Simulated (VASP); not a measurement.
A run of VASP 6.6.1:

The input POSCAR:

```
AlN
1.0
    0.0000000000      2.0185979311      2.0185979311
    2.0185979311      0.0000000000      2.0185979311
    2.0185979311      2.0185979311      0.0000000000
Al N
1 1
Direct
    0.5000000000      0.5000000000      0.5000000000
    0.0000000000      0.0000000000      0.0000000000
```

Contents of INCAR.step1:

```
PREC = Accurate ; ENCUT = 520
ISMEAR = 0 ; SIGMA = 0.1
LREAL = False ; LASPH = True
NELM = 60 ; NBANDS = 11
GGA = PE ; ALGO = Normal
EDIFF = 1E-4 ; LWAVE = True
LCHARG = False
```

INCAR.step2

```
PREC = Accurate ; ENCUT = 520
EDIFF = 1E-6 ; ISMEAR = 0
SIGMA = 0.1 ; LREAL = False
LASPH = True ; NELM = 60
ALGO = Normal ; ISIF = 2
LWAVE = False ; LCHARG = False
METAGGA = R2SCAN ; LMIXTAU = True
NBANDS = 11 ; ISTART = 1
```

KPOINTS

```
regular mesh
0
Gamma
  8 8 8
```

Potentials or basis: VASP PAW PBE potentials, release 64 (Al, N).

Run with:

```bash
$ cat potpaw_PBE.64/Al/POTCAR potpaw_PBE.64/N/POTCAR > POTCAR
$ cp INCAR.step1 INCAR
$ mpirun -np 1 vasp_std > vasp.out
$ cp INCAR.step2 INCAR
$ mpirun -np 1 vasp_std > vasp.out
```

Hardware: 1 thread of Intel(R) Xeon(R) Platinum 8488C (Sapphire Rapids), on a shared host.

Question: How long does it take, and how much memory?

Answer: Run time: 26 s on 1 thread of Intel(R) Xeon(R) Platinum 8488C (Sapphire Rapids), on a shared host, peak memory 0.14 GiB. Counts: k points 29.
